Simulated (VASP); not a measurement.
Set up this calculation in VASP 6.6.1, as the native input.

* Task: single point
* Functional: PBE
* Potentials or basis: VASP PAW PBE potentials, release 64 (Ti_sv, Al)
* Cutoff: 520 eV
* k mesh: 12 × 12 × 12
* Occupations: gaussian, width 0.1 eV
* Spin: no spin polarisation
* Dipole correction: no
* Further INCAR settings: ALGO = Fast; EDIFF = 1e-06; NBANDS = 14

The structure of TiAl lies in POSCAR:

```
TiAl
1.0
    3.1790640000      0.0000000000      0.0000000000
    0.0000000000      3.1790640000      0.0000000000
    0.0000000000      0.0000000000      3.1790640000
Ti Al
1 1
Direct
    0.0000000000      0.0000000000      0.0000000000
    0.4713311843      0.3890711228      0.5280554276
```

This cell differs from its parent crystal: one atom moved.

One way to write it, as run:

INCAR

```
PREC = Accurate
ENCUT = 520
EDIFF = 1E-6
ISMEAR = 0
SIGMA = 0.1
LREAL = F
LASPH = T
NELM = 80
ALGO = Fast
ISIF = 2
LWAVE = F
LCHARG = T
GGA = PE
LELF = T
LVHAR = T
NBANDS = 14
```

KPOINTS

```
Automatic mesh
0
Gamma
  12 12 12
```

Potentials or basis: VASP PAW PBE potentials, release 64 (Ti_sv, Al).

Launch:

```bash
$ cat potpaw_PBE.64/Ti_sv/POTCAR potpaw_PBE.64/Al/POTCAR > POTCAR
$ mpirun -np 1 vasp_std > vasp.out
```

Results of the run:

- Pressure: 6.3 GPa
- Largest force: 2.473 eV/Å
- Band gap on the k mesh: zero (an odd number of electrons rules out a gap without spin polarisation)

Caveat: the cell differs from its parent crystal (one atom moved); the cell stands under pressure; forces of over 1 eV/Å act on the atoms, so gaps and moduli don't describe the material at rest.

It took 8.9 min on 1 thread of Intel Xeon 8259CL, on a shared host, peak memory 0.49 GiB.
